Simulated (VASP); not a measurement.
# Er4Se (P4/mmm) in VASP: notebook

Runs on Er4Se. Level: PBE. Tasks: single point, relaxation of cell and atoms.

Everything below comes from runs of VASP 6.6.1. Logs are shortened: lines on timing, memory, paths and dates and some standing lists are left out, and cuts for length are marked.

## (1) The cell of the first run

Symmetry: P4/mmm, No. 123, tetragonal system. Conventional cell: a = 3.504 Å, b = 3.504 Å, c = 11.823 Å, α = 90.00°, β = 90.00°, γ = 90.00°. Er (site symmetry 4mm) has 9 Er at 3.41 to 3.50 Å and 1 Se at 4.20 Å within 4.5 Å. Er (site symmetry 4mm) has 4 Se at 3.04 Å and 9 Er at 3.48 to 3.53 Å within 4.0 Å. Within 4.0 Å of Se (site symmetry 4/mmm) lie 8 Er at 3.04 Å and 4 Se at 3.50 Å.

The cell was generated, and may not be a known phase.

## (2) Single point, PBE

INCAR reads:

```
SYSTEM = Er4Se
PREC = Accurate
ENCUT = 500
EDIFF = 1E-6
ISMEAR = 0
SIGMA = 0.1
LREAL = .False.
LASPH = .True.
NELM = 200
ALGO = Normal
ISIF = 2
LWAVE = .False.
LCHARG = .False.
GGA = PE
NBANDS = 29
GGA_COMPAT = .False.
LMAXMIX = 6
```

KPOINTS reads:

```
regular mesh
0
Gamma
  10 10 4
  0 0 0
```

POSCAR reads:

```
Er4Se
1.0
    3.5039436073      0.0000000000      0.0000000000
    0.0000000000      3.5039436073      0.0000000000
    0.0000000000      0.0000000000     11.8230440838
Er Se
4 1
Direct
    0.5000000000      0.5000000000      0.6443839780
    0.5000000000      0.5000000000      0.3556160220
    0.0000000000      0.0000000000      0.1491728989
    0.0000000000      0.0000000000      0.8508271011
    0.5000000000      0.5000000000      0.0000000000
```

Potentials or basis: VASP PAW PBE potentials, release 64 (Er_3, Se), 4f in core.

Launch:

```bash
> cat potpaw_PBE.64/Er_3/POTCAR potpaw_PBE.64/Se/POTCAR > POTCAR
> mpirun -np 1 vasp_std > vasp.out
```

OUTCAR:

```text
SYSTEM = Er4Se
   PREC = Accurate
   ENCUT = 500
   EDIFF = 1E-6
   ISMEAR = 0
   LREAL = .False.
   LASPH = .True.
   NELM = 200
   ISIF = 2
   GGA = PE

 ion  position               nearest neighbor table
   1  0.500  0.500  0.644-   2 3.41   4 3.48   4 3.48   4 3.48   4 3.48
   2  0.500  0.500  0.356-   1 3.41   3 3.48   3 3.48   3 3.48   3 3.48
   3  0.000  0.000  0.149-   5 3.04   5 3.04   5 3.04   5 3.04   2 3.48   2 3.48   2 3.48   2 3.48
                             4 3.53
   4  0.000  0.000  0.851-   5 3.04   5 3.04   5 3.04   5 3.04   1 3.48   1 3.48   1 3.48   1 3.48
                             3 3.53
   5  0.500  0.500  0.000-   3 3.04   4 3.04   3 3.04   4 3.04   3 3.04   4 3.04   3 3.04   4 3.04

  LATTYP: Found a simple tetragonal cell.
 ALAT       =     3.5039436073
 C/A-ratio  =     3.3742107205

  Lattice vectors:

 A1 = (   3.5039436073,   0.0000000000,   0.0000000000)
 A2 = (   0.0000000000,   3.5039436073,   0.0000000000)
 A3 = (   0.0000000000,   0.0000000000,  11.8230440838)

Analysis of symmetry for initial positions (statically):
=====================================================================
 Subroutine PRICEL returns:
 Original cell was already a primitive cell.

 Routine SETGRP: Setting up the symmetry group for a
 simple tetragonal supercell.

 Subroutine GETGRP returns: Found 16 space group operations
 (whereof 16 operations were pure point group operations)
 out of a pool of 16 trial point group operations.

The static configuration has the point symmetry D_4h.

Analysis of symmetry for dynamics (positions and initial velocities):
=====================================================================
 Subroutine PRICEL returns:
 Original cell was already a primitive cell.

 Routine SETGRP: Setting up the symmetry group for a
 simple tetragonal supercell.

 Subroutine GETGRP returns: Found 16 space group operations
 (whereof 16 operations were pure point group operations)
 out of a pool of 16 trial point group operations.

The dynamic configuration has the point symmetry D_4h.

 Subroutine INISYM returns: Found 16 space group operations
 (whereof 16 operations are pure point group operations),
 and found     1 'primitive' translations

----------------------------------------------------------------------------------------

                                     Primitive cell

  volume of cell :     145.1589

  direct lattice vectors                    reciprocal lattice vectors
     3.503943607  0.000000000  0.000000000     0.285392721  0.000000000  0.000000000
     0.000000000  3.503943607  0.000000000     0.000000000  0.285392721  0.000000000
     0.000000000  0.000000000 11.823044084     0.000000000  0.000000000  0.084580586

  length of vectors
     3.503943607  3.503943607 11.823044084     0.285392721  0.285392721  0.084580586

  position of ions in fractional coordinates (direct lattice)
     0.500000000  0.500000000  0.644383978
     0.500000000  0.500000000  0.355616022
     0.000000000  0.000000000  0.149172899
     0.000000000  0.000000000  0.850827101
     0.500000000  0.500000000  0.000000000

  ion indices of the primitive-cell ions
   primitive index   ion index
                 1           1
                 2           2
                 3           3
                 4           4
                 5           5

----------------------------------------------------------------------------------------

 KPOINTS: regular mesh

Automatic generation of k-mesh.
 Grid dimensions read from file:
 generate k-points for:   10   10    4

 Generating k-lattice:

  Cartesian coordinates                     Fractional coordinates (reciprocal lattice)
     0.028539272  0.000000000  0.000000000     0.100000000  0.000000000  0.000000000
     0.000000000  0.028539272  0.000000000     0.000000000  0.100000000  0.000000000
     0.000000000  0.000000000  0.021145147     0.000000000  0.000000000  0.250000000

  Length of vectors
     0.028539272  0.028539272  0.021145147

  Shift w.r.t. Gamma in fractional coordinates (k-lattice)
     0.000000000  0.000000000  0.000000000

 Subroutine IBZKPT returns following result:
 ===========================================

 Found     63 irreducible k-points:

 Following reciprocal coordinates:
            Coordinates               Weight
  0.000000  0.000000  0.000000      1.000000
  0.100000  0.000000  0.000000      4.000000
  0.200000  0.000000  0.000000      4.000000
  0.300000  0.000000  0.000000      4.000000
  0.400000  0.000000  0.000000      4.000000
  0.500000  0.000000  0.000000      2.000000
[... 16 lines left out ...]
  0.100000  0.000000  0.250000      8.000000
  0.200000  0.000000  0.250000      8.000000
 [... further k-points ...]
   k-points           NKPTS =     63   k-points in BZ     NKDIM =     63   number of bands    NBANDS=     29
   number of dos      NEDOS =    301   number of ions     NIONS =      5
   total plane-waves  NPLWV =  70560
   dimension x,y,z NGX =    28 NGY =   28 NGZ =   90
   dimension x,y,z NGXF=    56 NGYF=   56 NGZF=  180
   ions per type =               4   1
   NGX,Y,Z   is equivalent  to a cutoff of  13.28, 13.28, 12.66 a.u.
   NGXF,Y,Z  is equivalent  to a cutoff of  26.57, 26.57, 25.31 a.u.
 SYSTEM =  Er4Se
   PREC   = accura    normal or accurate (medium, high low for compatibility)
   ISTART =      0    job   : 0-new  1-cont  2-samecut
   ICHARG =      2    charge: 1-file 2-atom 10-const
   ISPIN  =      1    spin polarized calculation?
   LNONCOLLINEAR =      F non collinear calculations
   LSORBIT =      F    spin-orbit coupling
   LASPH  =      T    aspherical Exc in radial PAW
   ENCUT  =  500.0 eV  36.75 Ry    6.06 a.u.   6.39  6.39 21.56*2*pi/ulx,y,z
   NELM   =    200;   NELMIN=  2; NELMDL= -5     # of ELM steps
   EDIFF  = 0.1E-05   stopping-criterion for ELM
   LREAL  =      F    real-space projection
   EDIFFG = 0.1E-04   stopping-criterion for IOM
   NSW    =      0    number of steps for IOM
   IBRION =     -1    ionic relax: 0-MD 1-quasi-New 2-CG
   NFREE  =      0    steps in history (QN), initial steepest desc. (CG)
   ISIF   =      2    stress and relaxation
   ISYM   =      2    0-nonsym 1-usesym 2-fastsym
   POTIM  = 0.5000    time-step for ionic-motion
   TEBEG  =    0.0;   TEEND  =   0.0 temperature during run
   PSTRESS=    0.0 pullay stress
   NELECT =      42.0000    total number of electrons
   NUPDOWN=      -1.0000    fix difference up-down
   EMIN   =  10.00;   EMAX   =-10.00  energy-range for DOS
   EFERMI =   0.00;   METHOD = LEGACY
   ISMEAR =     0;   SIGMA  =   0.10  broadening in eV -4-tet -1-fermi 0-gaus
   EFERMI_NEDOS =   21; number of points for ismear=-14 and -15
   IALGO  =     38    algorithm
   IMIX   =      4    mixing-type and parameters
     AMIX     =   0.40;   BMIX     =  1.00
     AMIX_MAG =   1.60;   BMIX_MAG =  1.00
  volume/ion in A,a.u.               =      29.03       195.92
  Fermi-wavevector in a.u.,A,eV,Ry     =   1.082788  2.046173 15.951876  1.172430
  Thomas-Fermi vector in A             =   2.218838
   LORBIT       =      0    0 simple, 1 ext, 2 COOP (PROOUT), +10 PAW based schemes
   GGA     = PE    functional components
   LHFCALC =     F    Hartree Fock is set to
   AEXX    =    0.0000 exact exchange contribution
   IVDW    =     0    specifies the selected vdW correction
   LEPSILON=     F    determine dielectric tensor
   LRPA    =     F    only Hartree local field effects (RPA)
 non-spin polarized calculation
 Gauss-broadening in eV      SIGMA  =   0.10
  energy-cutoff  :      500.00
  volume of cell :      145.16
 maximum number of plane-waves:      3708
 NGX is ok and might be reduce to    28
   NGX = 13   NGY = 13   NGZ = 43

 number of electron      41.9999989 magnetization

 Free energy of the ion-electron system (eV)
  ---------------------------------------------------
  ext. energy  EPLUGINS =         0.00000000
  ---------------------------------------------------
  free energy    TOTEN  =       -23.53922373 eV

  energy without entropy =      -23.50727648  energy(sigma->0) =      -23.52325011

 E-fermi :   3.4251     XC(G=0):  -9.8122

 val. band max:        3.4077372774   @ k =   0.3000   0.1000   0.2500
 cond. band min:       3.4298406390   @ k =   0.3000   0.0000   0.2500
 fundamental gap:      0.0221033616
 Fermi energy:         3.4250602438

 k-point     1 :       0.0000    0.0000    0.0000
  band No.  band energies     occupation
      1     -21.7446      2.00000
      2     -21.5504      2.00000
      3     -21.4647      2.00000
      4     -21.3690      2.00000
      5     -21.3690      2.00000
      6     -21.3509      2.00000
[... 21 lines left out ...]
     28       6.1851      0.00000
     29       6.3618      0.00000

 k-point     2 :       0.1000    0.0000    0.0000
  band No.  band energies     occupation
      1     -21.7362      2.00000
      2     -21.5464      2.00000
      3     -21.4890      2.00000
      4     -21.3916      2.00000
      5     -21.3763      2.00000
      6     -21.3635      2.00000
[... 21 lines left out ...]
     28       6.0915      0.00000
     29       6.2378      0.00000

 k-point     3 :       0.2000    0.0000    0.0000
  band No.  band energies     occupation
      1     -21.7161      2.00000
      2     -21.5577      2.00000
      3     -21.5443      2.00000
      4     -21.4797      2.00000
      5     -21.3908      2.00000
      6     -21.3692      2.00000
[... 21 lines left out ...]
     28       6.0213      0.00000
     29       6.1655      0.00000

 k-point     4 :       0.3000    0.0000    0.0000
  band No.  band energies     occupation
      1     -21.7033      2.00000
      2     -21.6433      2.00000
      3     -21.5765      2.00000
      4     -21.5760      2.00000
      5     -21.4560      2.00000
      6     -21.4078      2.00000
[... 21 lines left out ...]
     28       5.9506      0.00000
     29       6.0370      0.00000

 k-point     5 :       0.4000    0.0000    0.0000
  band No.  band energies     occupation
      1     -21.7284      2.00000
      2     -21.7011      2.00000
      3     -21.6475      2.00000
      4     -21.6360      2.00000
      5     -21.4898      2.00000
      6     -21.4307      2.00000
[... 21 lines left out ...]
     28       5.6317      0.00000
     29       6.1648      0.00000
[... 510 lines left out ...]
     28       5.6396      0.00000
     29       6.3208      0.00000

 k-point    22 :       0.0000    0.0000    0.2500
  band No.  band energies     occupation
      1     -21.7278      2.00000
      2     -21.6072      2.00000
      3     -21.4059      2.00000
      4     -21.3668      2.00000
      5     -21.3668      2.00000
      6     -21.3538      2.00000
[... 21 lines left out ...]
     28       5.9966      0.00000
     29       6.4797      0.00000

 k-point    23 :       0.1000    0.0000    0.2500
  band No.  band energies     occupation
      1     -21.7201      2.00000
      2     -21.6038      2.00000
      3     -21.4431      2.00000
      4     -21.3966      2.00000
      5     -21.3613      2.00000
      6     -21.3602      2.00000
[... 21 lines left out ...]
     28       5.9694      0.00000
     29       6.3290      0.00000

 k-point    24 :       0.2000    0.0000    0.2500
  band No.  band energies     occupation
      1     -21.7023      2.00000
      2     -21.6042      2.00000
      3     -21.5189      2.00000
      4     -21.4860      2.00000
      5     -21.3730      2.00000
      6     -21.3608      2.00000
[... 21 lines left out ...]
     28       5.8506      0.00000
     29       6.2304      0.00000

 [... further k-points ...]

------------------------ aborting loop because EDIFF is reached ----------------------------------------

  FORCE on cell =-STRESS in cart. coord.  units (eV):
  Direction    XX          YY          ZZ          XY          YZ          ZX
  --------------------------------------------------------------------------------------
  -------------------------------------------------------------------------------------
  Total        0.4626986      0.4626986      0.4869179      0.0000000      0.0000000     -0.0000000
  in kB        5.1069925      5.1069925      5.3743113      0.0000000      0.0000000     -0.0000000
  external PRESSURE =       5.1960988 kB  Pullay stress =       0.0000000 kB

 VOLUME and BASIS-vectors are now :
 -----------------------------------------------------------------------------
  energy-cutoff  :      500.00
  volume of cell :      145.16
      direct lattice vectors                 reciprocal lattice vectors
     3.503943607  0.000000000  0.000000000     0.285392721  0.000000000  0.000000000
     0.000000000  3.503943607  0.000000000     0.000000000  0.285392721  0.000000000
     0.000000000  0.000000000 11.823044084     0.000000000  0.000000000  0.084580586

 POSITION                                       TOTAL-FORCE (eV/Angst)
 -----------------------------------------------------------------------------------
      1.75197      1.75197      7.61858         0.000000     -0.000000     -0.036569
      1.75197      1.75197      4.20446        -0.000000     -0.000000      0.036569
      0.00000      0.00000      1.76368         0.000000      0.000000      0.009341
      0.00000      0.00000     10.05937         0.000000      0.000000     -0.009341
      1.75197      1.75197      0.00000         0.000000      0.000000      0.000000
 -----------------------------------------------------------------------------------
    total drift:                                0.000000      0.000000     -0.000000

  FREE ENERGIE OF THE ION-ELECTRON SYSTEM (eV)
  ---------------------------------------------------
  free  energy   TOTEN  =       -23.5392237333 eV

  energy  without entropy=      -23.5072764847  energy(sigma->0) =      -23.52325011
```

Wall time 2.8 min (1 thread of Intel Xeon 6975P-C (Granite Rapids), shared host); peak memory 0.38 GiB.

What came out:

```yaml
Free_energy: -23.5392 eV
Pressure: 0.5 GPa
Largest_force: 0.037 eV/Å
Band_gap_on_the_k_mesh: zero (bands 21 and 22 overlap by 0.45 eV)
```

Forces in eV/Å, atoms in the order of the input:
```
Er   0.000  0.000 -0.037
Er   0.000  0.000  0.037
Er   0.000  0.000  0.009
Er   0.000  0.000 -0.009
Se   0.000  0.000  0.000
```

Levels at points of the mesh, in eV from the Fermi level:
```csv
k point,band 17,band 18,band 19,band 20,band 21,band 22,band 23,band 24,band 25,band 26
"(0.00, 0.00, 0.00)",-2.42,-2.42,-1.81,-0.90,-0.44,-0.30,0.53,0.92,1.16,1.18
"(0.50, 0.00, 0.00)",-2.10,-1.78,-1.35,-0.94,-0.23,0.63,0.78,0.98,1.24,1.45
"(0.50, 0.50, 0.00)",-1.53,-0.74,-0.72,-0.22,-0.22,0.05,0.05,0.49,2.00,2.00
"(0.00, 0.00, 0.50)",-2.42,-2.42,-1.52,-0.85,-0.54,-0.03,0.62,0.83,0.91,1.13
"(0.50, 0.00, 0.50)",-2.10,-1.86,-1.48,-0.58,-0.49,0.57,0.96,0.99,1.12,1.48
"(0.50, 0.50, 0.50)",-1.26,-1.19,-0.35,-0.35,-0.32,0.27,0.27,0.70,0.80,1.71
```

Caveat: spin-orbit coupling is left out, which moves the levels of the heavy elements; the 4f electrons are frozen in the core, so they carry no moment and show no levels; the run has no spin polarisation, though such a crystal can be magnetic.

## (3) Relaxation of cell and atoms, PBE

This run uses another cell than the first one, of 29.13 Å³/atom.

INCAR reads:

```
PREC = Accurate
ENCUT = 500
EDIFF = 1E-7
ISMEAR = 0
SIGMA = 0.1
LREAL = False
LASPH = True
NELM = 200
ALGO = Normal
ISIF = 3
LWAVE = False
LCHARG = False
GGA = PE
IBRION = 2
NSW = 100
EDIFFG = -0.01
GGA_COMPAT = False
NELMIN = 4
LMAXMIX = 6
```

KPOINTS reads:

```
Automatic mesh
0
Gamma
  10 10 4
```

POSCAR reads:

```
Er4Se
1.0
    3.5126058975      0.0000000000      0.0000000000
    0.0000000000      3.5126058975      0.0000000000
    0.0000000000      0.0000000000     11.8058488818
Er Se
4 1
Direct
    0.5000000000      0.5000000000      0.6454557605
    0.5000000000      0.5000000000      0.3545442395
    0.0000000000      0.0000000000      0.1488973778
    0.0000000000      0.0000000000      0.8511026222
    0.5000000000      0.5000000000      0.0000000000
```

Potentials or basis: VASP PAW PBE potentials, release 64 (Er_3, Se), 4f in core.

Launch:

```bash
> cat potpaw_PBE.64/Er_3/POTCAR potpaw_PBE.64/Se/POTCAR > POTCAR
> mpirun -np 1 vasp_std > vasp.out
```

It took 10 min on 1 thread of AMD EPYC 9R45 (Zen 5), shared host; peak memory 0.36 GiB.

Results (log left out):

```yaml
Free_energy: -23.5417 eV
Relaxed_volume: 29.32 Å³/atom
Relaxed_cell: a = 3.515 Å, b = 3.515 Å, c = 11.868 Å, α = 90.00°, β = 90.00°, γ = 90.00°
Space_group_after_relaxing_to_0.1_Å: P4/mmm (No. 123)
Energy_gained_by_relaxing: 0.5 meV/atom
Ionic_steps: 7
Pressure_after_relaxing: 0.0 GPa
Largest_force_after_relaxing: 0.007 eV/Å
Band_gap_on_the_k_mesh: zero (bands 21 and 22 overlap by 0.45 eV)
```

Forces in eV/Å, atoms in the order of the input:
```
Er   0.000  0.000  0.006
Er   0.000  0.000 -0.006
Er   0.000  0.000  0.007
Er   0.000  0.000 -0.007
Se   0.000  0.000  0.000
```

Step by step:
| step | energy change (eV) | largest force (eV/Å) | pressure (GPa) | volume (Å³) |
| --- | --- | --- | --- | --- |
| 1 | 0.0000 | 0.0810 | 0.43 | 145.67 |
| 2 | -0.0019 | 0.0262 | -0.17 | 147.31 |
| 3 | -0.0020 | 0.0379 | -0.05 | 146.95 |
| 4 | -0.0023 | 0.0319 | -0.03 | 146.88 |
| 5 | -0.0026 | 0.0176 | 0.00 | 146.71 |
| 6 | -0.0027 | 0.0108 | 0.00 | 146.67 |
| 7 | -0.0027 | 0.0068 | 0.00 | 146.61 |

Final structure:
```yaml
crystal:
  lattice:
    - [3.51475, 0.00000, 0.00000]
    - [0.00000, 3.51475, 0.00000]
    - [0.00000, 0.00000, 11.86761]
  atoms:
    - { symbol: Er, position: [0.50000, 0.50000, 0.64416] }
    - { symbol: Er, position: [0.50000, 0.50000, 0.35584] }
    - { symbol: Er, position: [0.00000, 0.00000, 0.14928] }
    - { symbol: Er, position: [0.00000, 0.00000, 0.85072] }
    - { symbol: Se, position: [0.50000, 0.50000, 0.00000] }
```

Levels at points of the mesh, in eV from the Fermi level:
```tsv
k point	band 17	band 18	band 19	band 20	band 21	band 22	band 23	band 24	band 25
(0.00, 0.00, 0.00)	-2.41	-2.41	-1.81	-0.88	-0.43	-0.31	0.53	0.89	1.16
(0.50, 0.00, 0.00)	-2.09	-1.78	-1.36	-0.94	-0.24	0.63	0.77	0.97	1.22
(0.50, 0.50, 0.00)	-1.51	-0.73	-0.72	-0.22	-0.22	0.05	0.05	0.48	1.97
(0.00, 0.00, 0.50)	-2.41	-2.41	-1.50	-0.83	-0.53	-0.04	0.59	0.83	0.91
(0.50, 0.00, 0.50)	-2.09	-1.85	-1.48	-0.59	-0.49	0.58	0.94	0.98	1.12
(0.50, 0.50, 0.50)	-1.25	-1.17	-0.34	-0.34	-0.32	0.27	0.27	0.68	0.79
```

Caveat: spin-orbit coupling is left out, which moves the levels of the heavy elements; the 4f electrons are frozen in the core, so they carry no moment and show no levels; the run has no spin polarisation, though such a crystal can be magnetic.

The gap in the log of VASP goes by the Fermi energy; the results here count the filled bands.